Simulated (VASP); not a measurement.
Hf: electric field gradients with LDA

Hf:

```
CELL_PARAMETERS angstrom
-1.75264 1.75264 1.75264
1.75264 -1.75264 1.75264
1.75264 1.75264 -1.75264
ATOMIC_POSITIONS crystal
Hf 0.00000 0.00000 0.00000
```

This cell differs from its parent crystal: volume scaled by 0.975.

| Quantity | Value |
| --- | --- |
| Program | VASP 6.6.1 |
| Task | electric field gradients |
| Functional | LDA |
| Potentials or basis | VASP PAW LDA potentials, release 64 (Hf_pv) |
| Cutoff | 520 eV |
| k mesh | 14 × 14 × 14 |
| Occupations | fermi-dirac, width 0.05 eV |
| Spin | no spin polarisation |
| Dipole correction | no |
| Further INCAR settings | ALGO = Normal; EDIFF = 1e-08; NBANDS = 11 |

```json
{
  "Pressure": "-5.5 GPa",
  "Band gap on the k mesh": "zero (band 5 reaches 6.18 eV, above the bottom of band 6 at 3.94 eV)"
}
```

Levels at points of the mesh, in eV from the Fermi level:
```
           k point  band 2  band 3  band 4  band 5  band 6  band 7  band 8  band 9
(0.00, 0.00, 0.00)  -29.50  -29.50   -7.07    1.49    1.49    1.49    4.40    4.40
(0.50, 0.00, 0.00)  -29.81  -29.51   -3.47   -0.60    1.39    4.24    5.27    7.90
(0.50, 0.50, 0.50)  -30.16  -30.16   -2.72   -2.72    7.02    7.02    7.02    7.64
```

Run time: 18 s on 1 thread of Intel Xeon 8259CL (shared host), peak memory 0.15 GiB.

Caveat: without QUAD_EFG the Cq values of the log hold for a quadrupole moment of 1 mb, not for the nuclei; spin-orbit coupling is left out, which moves the levels of the heavy elements.
